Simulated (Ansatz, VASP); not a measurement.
## One calculation of ZrSeBr, two programs

```
CELL_PARAMETERS angstrom
4.90670 0.00000 0.00000
-2.45335 4.24933 0.00000
0.00000 0.00000 3.18323
ATOMIC_POSITIONS crystal
Zr 0.00000 0.00000 0.50000
Se 0.33333 0.66667 0.00000
Br 0.66667 0.33333 0.00000
```

Change from the starting cell: species swapped into the GdNiAs type (P-6m2, No. 187).

Alike in both runs: functional PBE; k mesh 12 × 12 × 16; occupations gaussian, width 0.1 eV; no spin polarisation.

Ansatz relaxed the structure, and its values are those at the end. VASP's run is a single point on that final structure, the one shown.

|  | VASP | Ansatz |
| --- | --- | --- |
| version | VASP 6.6.1 | Ansatz 0.2.0 |
| potentials or method | VASP PAW PBE potentials, release 64 (Zr_sv, Se, Br), cutoff 520 eV | scalar-relativistic, plane waves, PAW |
| valence electrons in the cell | 25 | 35 |

|  | VASP | Ansatz | Ansatz less VASP |
| --- | --- | --- | --- |
| gap on the k mesh at the Fermi level (eV) | none | none | - |
| pressure (GPa) | 0.0 | 0.0 | -0.04 |

A gap of «none» marks a metal or a gap that the smearing closes. VASP's potentials hold 25 valence electrons a cell and Ansatz's 35, so a difference there can come from the potentials and not from the codes.
